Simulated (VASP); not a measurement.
# H4CO in VASP: a series of runs, part 3 of 3

VASP 6.6.1. Earlier steps stand in the parts before.

### Step 5. Single point, LDA

INCAR

```
SYSTEM = H4CO
PREC = Accurate
ENCUT = 520
EDIFF = 1E-6
ISMEAR = -1
SIGMA = 0.05
LREAL = Auto
LASPH = .TRUE.
NELM = 100
ALGO = Normal
ISIF = 2
LWAVE = .FALSE.
LCHARG = .FALSE.
GGA = CA
NBANDS = 66
```

KPOINTS

```
regular mesh
0
G
  1 1 1
  0 0 0
```

POSCAR

```
H4CO
1.0
    7.1256230000      0.0000000000      0.0000000000
    0.0000000000      7.1256230000      0.0000000000
    0.0000000000      0.0000000000      7.1256230000
C O H
6 6 24
Direct
    0.6630157110     -0.0161389397      0.1556355143
    0.7261119484      0.5608772735      0.8116062273
    0.2819542937      0.5511097065      1.0265348026
    0.1550460921      0.7948638316      0.5122499464
    0.0627032892      0.3003667188      0.4644225494
    0.5301010171      1.1452331958      0.6921079041
    0.7093835865      0.0123217296      0.3473240164
    0.7462505384      0.7028017059      0.6841787729
    0.3393387497      0.3514078699      1.0099327455
    0.0620436978      0.9399318488      0.6264855719
    0.0820700169      0.1809525988      0.2877502781
    0.5005316728      0.9632280574      0.7466855881
    0.5194212492     -0.0442908641      0.1251399351
    0.8416106213      0.0430839521      0.3202105977
    0.7355286689      0.1036400607      0.0642891155
    0.7475697213     -0.1436786650      0.1070362549
    0.7932218699      0.4174091164      0.7526359450
    0.6474100580      0.8165040446      0.6805299691
    0.7633297467      0.6201843684      0.9500783300
    0.5708272806      0.4991423206      0.8208124398
    0.3483063867      0.6352005993      0.9068400054
    0.4725902563      0.3307921286      0.9768830038
    0.1354127211      0.5253856400      0.9774303243
    0.2829506978      0.6182897973      1.1752095220
    0.2590089316      0.8754462592      0.4394703453
   -0.0367687148      0.8782670652      0.6851330754
    0.2117709567      0.6798423099      0.5984318845
    0.0697763550      0.7379144252      0.3887800407
    0.0028488737      0.4557917252      0.4260118729
    0.1522673877      0.2631348866      0.2041646043
   -0.0418910739      0.2218893702      0.5537480723
    0.2081923223      0.2908377275      0.5552917969
    0.4082309715      1.2280049057      0.7456330485
    0.3569793125      0.9612773508      0.7632455436
    0.6623140180      1.2147709751      0.7506852383
    0.5282064459      1.1922887304      0.5419876971
```

Potentials or basis: VASP PAW LDA potentials, release 64 (C, O, H).

Started as:

```
$ cat potpaw_LDA.64/C/POTCAR potpaw_LDA.64/O/POTCAR potpaw_LDA.64/H/POTCAR > POTCAR
$ mpirun -np 1 vasp_gam > vasp.out
```

OUTCAR:

```text
SYSTEM = H4CO
   PREC = Accurate
   ENCUT = 520
   EDIFF = 1E-6
   ISMEAR = -1
   LREAL = Auto
   LASPH = .TRUE.
   NELM = 100
   ISIF = 2
   GGA = CA

 ion  position               nearest neighbor table
   1  0.663  0.984  0.156-  13 1.07  16 1.14  15 1.19   7 1.42
   2  0.726  0.561  0.812-  19 1.11  20 1.19  17 1.20   8 1.37
   3  0.282  0.551  0.027-  23 1.12  21 1.14  24 1.16   9 1.49
   4  0.155  0.795  0.512-  25 1.07  27 1.10  28 1.14  10 1.47
   5  0.063  0.300  0.464-  31 1.13  29 1.22  32 1.22  11 1.53
   6  0.530  0.145  0.692-  33 1.12  36 1.12  35 1.14  12 1.37
   7  0.709  0.012  0.347-  14 0.99   1 1.42
   8  0.746  0.703  0.684-  18 1.07   2 1.37
   9  0.339  0.351  0.010-  22 0.99   3 1.49
  10  0.062  0.940  0.626-  26 0.93   4 1.47
  11  0.082  0.181  0.288-  30 0.97   5 1.53
  12  0.501  0.963  0.747-  34 1.03   6 1.37
  13  0.519  0.956  0.125-   1 1.07
  14  0.842  0.043  0.320-   7 0.99
  15  0.736  0.104  0.064-   1 1.19
  16  0.748  0.856  0.107-   1 1.14
  17  0.793  0.417  0.753-   2 1.20
  18  0.647  0.817  0.681-   8 1.07
[... 16 lines left out ...]
  35  0.662  0.215  0.751-   6 1.14
  36  0.528  0.192  0.542-   6 1.12

  LATTYP: Found a simple cubic cell.
 ALAT       =     7.1256230000

  Lattice vectors:

 A1 = (   7.1256230000,   0.0000000000,   0.0000000000)
 A2 = (   0.0000000000,   7.1256230000,   0.0000000000)
 A3 = (   0.0000000000,   0.0000000000,   7.1256230000)

Analysis of symmetry for initial positions (statically):
=====================================================================
 Subroutine PRICEL returns:
 Original cell was already a primitive cell.

 Routine SETGRP: Setting up the symmetry group for a
 simple cubic supercell.

 Subroutine GETGRP returns: Found  1 space group operations
 (whereof  1 operations were pure point group operations)
 out of a pool of 48 trial point group operations.

The static configuration has the point symmetry C_1 .

Analysis of symmetry for dynamics (positions and initial velocities):
=====================================================================
 Subroutine PRICEL returns:
 Original cell was already a primitive cell.

 Routine SETGRP: Setting up the symmetry group for a
 simple cubic supercell.

 Subroutine GETGRP returns: Found  1 space group operations
 (whereof  1 operations were pure point group operations)
 out of a pool of 48 trial point group operations.

The dynamic configuration has the point symmetry C_1 .

 Subroutine INISYM returns: Found  1 space group operations
 (whereof  1 operations are pure point group operations),
 and found     1 'primitive' translations

----------------------------------------------------------------------------------------

                                     Primitive cell

  volume of cell :     361.8000

  direct lattice vectors                    reciprocal lattice vectors
     7.125623000  0.000000000  0.000000000     0.140338606  0.000000000  0.000000000
     0.000000000  7.125623000  0.000000000     0.000000000  0.140338606  0.000000000
     0.000000000  0.000000000  7.125623000     0.000000000  0.000000000  0.140338606

  length of vectors
     7.125623000  7.125623000  7.125623000     0.140338606  0.140338606  0.140338606

  position of ions in fractional coordinates (direct lattice)
     0.663015711  0.983861060  0.155635514
     0.726111948  0.560877273  0.811606227
     0.281954294  0.551109707  0.026534803
     0.155046092  0.794863832  0.512249946
     0.062703289  0.300366719  0.464422549
     0.530101017  0.145233196  0.692107904
[... 28 lines left out ...]
     0.662314018  0.214770975  0.750685238
     0.528206446  0.192288730  0.541987697

  ion indices of the primitive-cell ions
   primitive index   ion index
                 1           1
                 2           2
                 3           3
                 4           4
                 5           5
                 6           6
[... 28 lines left out ...]
                35          35
                36          36

----------------------------------------------------------------------------------------

 KPOINTS: regular mesh

Automatic generation of k-mesh.
 Grid dimensions read from file:
 generate k-points for:    1    1    1

 Generating k-lattice:

  Cartesian coordinates                     Fractional coordinates (reciprocal lattice)
     0.140338606  0.000000000  0.000000000     1.000000000  0.000000000  0.000000000
     0.000000000  0.140338606  0.000000000     0.000000000  1.000000000  0.000000000
     0.000000000  0.000000000  0.140338606     0.000000000  0.000000000  1.000000000

  Length of vectors
     0.140338606  0.140338606  0.140338606

  Shift w.r.t. Gamma in fractional coordinates (k-lattice)
     0.000000000  0.000000000  0.000000000

 Subroutine IBZKPT returns following result:
 ===========================================

 Found      1 irreducible k-points:

 Following reciprocal coordinates:
            Coordinates               Weight
  0.000000  0.000000  0.000000      1.000000
   k-points           NKPTS =      1   k-points in BZ     NKDIM =      1   number of bands    NBANDS=     66
   number of dos      NEDOS =    301   number of ions     NIONS =     36
   total plane-waves  NPLWV = 157464
   dimension x,y,z NGX =    54 NGY =   54 NGZ =   54
   dimension x,y,z NGXF=   108 NGYF=  108 NGZF=  108
   ions per type =               6   6  24
   NGX,Y,Z   is equivalent  to a cutoff of  12.60, 12.60, 12.60 a.u.
   NGXF,Y,Z  is equivalent  to a cutoff of  25.20, 25.20, 25.20 a.u.
 SYSTEM =  H4CO
   PREC   = accura    normal or accurate (medium, high low for compatibility)
   ISTART =      0    job   : 0-new  1-cont  2-samecut
   ICHARG =      2    charge: 1-file 2-atom 10-const
   ISPIN  =      1    spin polarized calculation?
   LNONCOLLINEAR =      F non collinear calculations
   LSORBIT =      F    spin-orbit coupling
   LASPH  =      T    aspherical Exc in radial PAW
   ENCUT  =  520.0 eV  38.22 Ry    6.18 a.u.  13.25 13.25 13.25*2*pi/ulx,y,z
   NELM   =    100;   NELMIN=  2; NELMDL= -5     # of ELM steps
   EDIFF  = 0.1E-05   stopping-criterion for ELM
   LREAL  =      T    real-space projection
   EDIFFG = 0.1E-04   stopping-criterion for IOM
   NSW    =      0    number of steps for IOM
   IBRION =     -1    ionic relax: 0-MD 1-quasi-New 2-CG
   NFREE  =      0    steps in history (QN), initial steepest desc. (CG)
   ISIF   =      2    stress and relaxation
   ISYM   =      2    0-nonsym 1-usesym 2-fastsym
   POTIM  = 0.5000    time-step for ionic-motion
   TEBEG  =    0.0;   TEEND  =   0.0 temperature during run
   PSTRESS=    0.0 pullay stress
   NELECT =      84.0000    total number of electrons
   NUPDOWN=      -1.0000    fix difference up-down
   EMIN   =  10.00;   EMAX   =-10.00  energy-range for DOS
   EFERMI =   0.00;   METHOD = LEGACY
   ISMEAR =    -1;   SIGMA  =   0.05  broadening in eV -4-tet -1-fermi 0-gaus
   EFERMI_NEDOS =   21; number of points for ismear=-14 and -15
   IALGO  =     38    algorithm
   IMIX   =      4    mixing-type and parameters
     AMIX     =   0.40;   BMIX     =  1.00
     AMIX_MAG =   1.60;   BMIX_MAG =  1.00
  volume/ion in A,a.u.               =      10.05        67.82
  Fermi-wavevector in a.u.,A,eV,Ry     =   1.006186  1.901416 13.774687  1.012411
  Thomas-Fermi vector in A             =   2.138913
   LORBIT       =      0    0 simple, 1 ext, 2 COOP (PROOUT), +10 PAW based schemes
   GGA     = CA    functional components
   LHFCALC =     F    Hartree Fock is set to
   AEXX    =    0.0000 exact exchange contribution
   IVDW    =     0    specifies the selected vdW correction
   LEPSILON=     F    determine dielectric tensor
   LRPA    =     F    only Hartree local field effects (RPA)
 non-spin polarized calculation
  energy-cutoff  :      520.00
  volume of cell :      361.80
 maximum number of plane-waves:      4886
 NGX is ok and might be reduce to    54
   NGX = 27   NGY = 27   NGZ = 27

 number of electron      84.0000004 magnetization

 Free energy of the ion-electron system (eV)
  ---------------------------------------------------
  ext. energy  EPLUGINS =         0.00000000
  ---------------------------------------------------
  free energy    TOTEN  =      -190.07078544 eV

  energy without entropy =     -190.07078544  energy(sigma->0) =     -190.07078544

 E-fermi :  -1.2045     XC(G=0):  -7.3307

 val. band max:       -2.4559845407   @ k =   0.0000   0.0000   0.0000
 cond. band min:       1.7140107087   @ k =   0.0000   0.0000   0.0000
 fundamental gap:      4.1699952494
 Fermi energy:        -1.2045312454

 k-point     1 :       0.0000    0.0000    0.0000
  band No.  band energies     occupation
      1     -23.2550      2.00000
      2     -22.0874      2.00000
      3     -22.0270      2.00000
      4     -21.8723      2.00000
      5     -21.6533      2.00000
      6     -21.3389      2.00000
[... 46 lines left out ...]
     53       4.7748      0.00000
     54       5.0068      0.00000
 [bands above 54 left out]

------------------------ aborting loop because EDIFF is reached ----------------------------------------

  FORCE on cell =-STRESS in cart. coord.  units (eV):
  Direction    XX          YY          ZZ          XY          YZ          ZX
  --------------------------------------------------------------------------------------
  -------------------------------------------------------------------------------------
  Total       -7.4913039    -11.9848142     -8.1379807      3.8424021     -3.9103182     -1.3793086
  in kB      -33.1741250    -53.0729668    -36.0378368     17.0155062    -17.3162624     -6.1080630
  external PRESSURE =     -40.7616429 kB  Pullay stress =       0.0000000 kB

 VOLUME and BASIS-vectors are now :
 -----------------------------------------------------------------------------
  energy-cutoff  :      520.00
  volume of cell :      361.80
      direct lattice vectors                 reciprocal lattice vectors
     7.125623000  0.000000000  0.000000000     0.140338606  0.000000000  0.000000000
     0.000000000  7.125623000  0.000000000     0.000000000  0.140338606  0.000000000
     0.000000000  0.000000000  7.125623000     0.000000000  0.000000000  0.140338606

 POSITION                                       TOTAL-FORCE (eV/Angst)
 -----------------------------------------------------------------------------------
      4.72440      7.01062      1.10900         3.164003      0.110200     -1.003892
      5.17400      3.99660      5.78320        -1.766873     -1.959297     -0.813857
      2.00910      3.92700      0.18908        -0.454128     -1.366430     -0.960189
      1.10480      5.66390      3.65010        -1.498854      1.066527     -0.271373
      0.44680      2.14030      3.30930         0.539141     -0.193191     -0.481330
      3.77730      1.03488      4.93170        -0.002150      3.616747     -0.023837
[... 28 lines left out ...]
      4.71940      1.53038      5.34910        -0.743109     -1.010458     -0.120091
      3.76380      1.37018      3.86200         0.312859     -1.235762     -0.012973
 -----------------------------------------------------------------------------------
    total drift:                                0.010059     -0.022807     -0.010099

  FREE ENERGIE OF THE ION-ELECTRON SYSTEM (eV)
  ---------------------------------------------------
  free  energy   TOTEN  =      -190.0707854424 eV

  energy  without entropy=     -190.0707854424  energy(sigma->0) =     -190.07078544
```

Wall time 35 s (1 thread of Intel Xeon Platinum 8259CL at 2.50GHz (Skylake/Cascade Lake), shared host); peak memory 0.28 GiB.

What came out:

- Free energy: -190.0708 eV
- Pressure: -4.1 GPa
- Largest force: 3.772 eV/Å
- Band gap on the k mesh: 4.17 eV

Forces in eV/Å, atoms in the order of the input:
```
C    3.164  0.110 -1.004
C   -1.767 -1.959 -0.814
C   -0.454 -1.366 -0.960
C   -1.499  1.067 -0.271
C    0.539 -0.193 -0.481
C   -0.002  3.617 -0.024
O   -0.049  0.169 -1.067
O   -0.180  1.783 -1.436
O   -0.173  1.325  0.881
O    3.174 -0.243 -2.022
O   -0.662  1.380  2.521
O   -1.869 -0.972 -0.059
H   -1.209  0.222  0.000
H    0.561  0.357  1.163
H   -1.413 -1.076  0.817
H   -0.695  0.384 -0.039
H    0.061  2.205  1.099
H    0.618 -1.839  0.687
H    0.338 -0.925  0.502
H    1.373  1.009 -0.034
H   -0.129 -0.255  1.255
H   -0.177  0.451  0.351
H    0.003  0.843  0.508
H    0.426 -0.778 -1.452
H    1.221  0.292 -0.289
H   -2.777 -1.670  1.403
H    0.066 -0.098 -0.027
H   -0.121  0.302  1.211
H    1.199 -2.287  0.704
H    0.561 -0.108 -0.740
H    0.473  0.526 -0.542
H   -2.161  0.614 -1.601
H    0.434  0.113  0.241
H    1.556 -0.754 -0.346
H   -0.743 -1.010 -0.120
H    0.313 -1.236 -0.013
```

Levels at points of the mesh, in eV from the valence-band top:
```
           k point  band 40  band 41  band 42  band 43  band 44  band 45
(0.00, 0.00, 0.00)    -0.67    -0.40     0.00     4.17     4.89     5.35
```

Caveat: the k points lie up to 0.88 Å⁻¹ apart.
